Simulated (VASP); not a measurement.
## Al: single point with r2SCAN

The system is Al.

```
Al
1.0
     0.00000    2.02481    2.02481
     2.02481    0.00000    2.02481
     2.02481    2.02481    0.00000
Al
1
Direct
  0.00000 0.00000 0.00000
```

- Program: VASP 6.6.1
- Task: single point
- Functional: r2SCAN
- Potentials or basis: VASP PAW PBE potentials, release 64 (Al)
- Cutoff: 520 eV
- k mesh: 12 × 12 × 12
- Occupations: methfessel-paxton, width 0.1 eV
- Spin: no spin polarisation

```
Pressure : -3.4 GPa
```

Levels at points of the mesh, in eV from the Fermi level:
| k point | band 1 | band 2 | band 3 | band 4 |
| --- | --- | --- | --- | --- |
| (0.00, 0.00, 0.00) | -11.66 | 13.42 | 13.42 | 13.42 |
| (0.50, 0.00, 0.00) | -4.84 | -4.40 | 12.18 | 12.18 |
| (0.50, 0.50, 0.00) | -3.02 | -1.51 | 5.59 | 6.10 |

Run time: 34 s on 1 thread of AMD EPYC 7R13 Processor (Zen 3) (shared host), peak memory 0.11 GiB.

Caveat: the PAW data sets were made with another functional, which shifts forces and pressure a little.
